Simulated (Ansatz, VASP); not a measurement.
## Si3WC2 in VASP and in Ansatz

INCAR

```
PREC = Accurate ; ENCUT = 600
EDIFF = 1E-6 ; ISMEAR = 0
SIGMA = 0.1 ; LREAL = False
LASPH = True ; NELM = 100
ALGO = Normal ; ISIF = 3
LWAVE = False ; LCHARG = False
GGA = PE ; IBRION = 2
NSW = 100 ; EDIFFG = -0.01
```

KPOINTS

```
Automatic mesh
0
Gamma
  6 6 14
```

File POSCAR:

```
Si3WC2
1.0
    6.2440222384      0.0000000000      0.0000000000
   -3.1220111192      5.4074818802      0.0000000000
    0.0000000000      0.0000000000      2.5362375215
Si W C
3 1 2
Direct
    0.5000000000      0.0000000000      0.0000000000
    0.0000000000      0.5000000000      0.0000000000
    0.5000000000      0.5000000000      0.0000000000
    0.0000000000      0.0000000000      0.0000000000
    0.3333333333      0.6666666667      0.0000000000
    0.6666666667      0.3333333333      0.0000000000
```

Input for Ansatz:

```yaml
crystal:
  lattice:
    - [6.2440222384, 0.0, 0.0]
    - [-3.1220111192, 5.4074818802, 0.0]
    - [0.0, 0.0, 2.5362375215]
  atoms:
    - { symbol: Si, position: [0.5, 0.0, 0.0] }
    - { symbol: Si, position: [0.0, 0.5, 0.0] }
    - { symbol: Si, position: [0.5, 0.5, 0.0] }
    - { symbol: W, position: [0.0, 0.0, 0.0] }
    - { symbol: C, position: [0.3333333333, 0.6666666667, 0.0] }
    - { symbol: C, position: [0.6666666667, 0.3333333333, 0.0] }
basis:
  ecutwfc: 420
kpoints:
  mp_grid: { grid: [6, 6, 14] }
hamiltonian:
  xc: pbe
scf:
  occupations: { method: gaussian, width: 0.1 }
output:
  forces: true
  stress: true
  eigenvalues: true
relax:
  adjacent_minimum: "off"
  f_tol: 0.01
  max_steps: 80
  cell: { stress_tol: 0.05 }
```

Alike in both runs: task relaxation of cell and atoms; functional PBE; k mesh 6 × 6 × 14; occupations gaussian, width 0.1 eV; no spin polarisation.

```csv
,VASP,Ansatz
version,VASP 6.6.1,Ansatz 0.2.0
potentials or method,"VASP PAW PBE potentials, release 64 (Si, W_sv, C), cutoff 600 eV","scalar-relativistic, plane waves, PAW"
valence electrons in the cell,34,34
```

Ansatz gave:

| Quantity | Value |
| --- | --- |
| gap on the k mesh at the Fermi level, each at its own relaxed structure (eV) | none |
| relaxed volume (Å³/atom) | 14.19 |
| relaxed length of the cell vector where the two differ most in proportion (Å) | 2.475 |

Q: Estimate VASP's values.

A: gap on the k mesh at the Fermi level, each at its own relaxed structure (eV): none; relaxed volume (Å³/atom): 14.19; relaxed length of the cell vector where the two differ most in proportion (Å): 2.477.

A gap of «none» marks a metal or a gap that the smearing closes.

Neither program's run includes spin-orbit coupling.
